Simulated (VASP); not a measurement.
Crystal: Hf.

```
Hf
1.0
     5.05965    0.00000    0.00000
    -2.52983    4.38179    0.00000
     0.00000    0.00000    3.14676
Hf
3
Direct
  0.00000 0.00000 0.00000
  0.33333 0.66667 0.50000
  0.66667 0.33333 0.50000
```

Base run:

| Property | Result |
| --- | --- |
| Program | VASP 6.6.1 |
| Functional | LDA |
| Potentials or basis | VASP PAW LDA potentials, release 64 (Hf_pv) |
| Cutoff | 520 eV |
| k mesh | 6 × 6 × 9 |
| Occupations | fermi-dirac, width 0.05 eV |
| Spin | no spin polarisation |

Its results: band gap on the k mesh zero (band 15 reaches 4.59 eV, above the bottom of band 16 at 3.78 eV); pressure -11.8 GPa.

Question: The run is repeated on the same cell with these changes: functional from LDA to PBE; potentials or basis from VASP PAW LDA potentials, release 64 (Hf_pv) to VASP PAW PBE potentials, release 64 (Hf_pv). What comes out?

Answer: Band gap on the k mesh zero (band 15 reaches 4.77 eV, above the bottom of band 16 at 3.86 eV); pressure -4.5 GPa.

Caveats: spin-orbit coupling is left out, which moves the levels of the heavy elements.
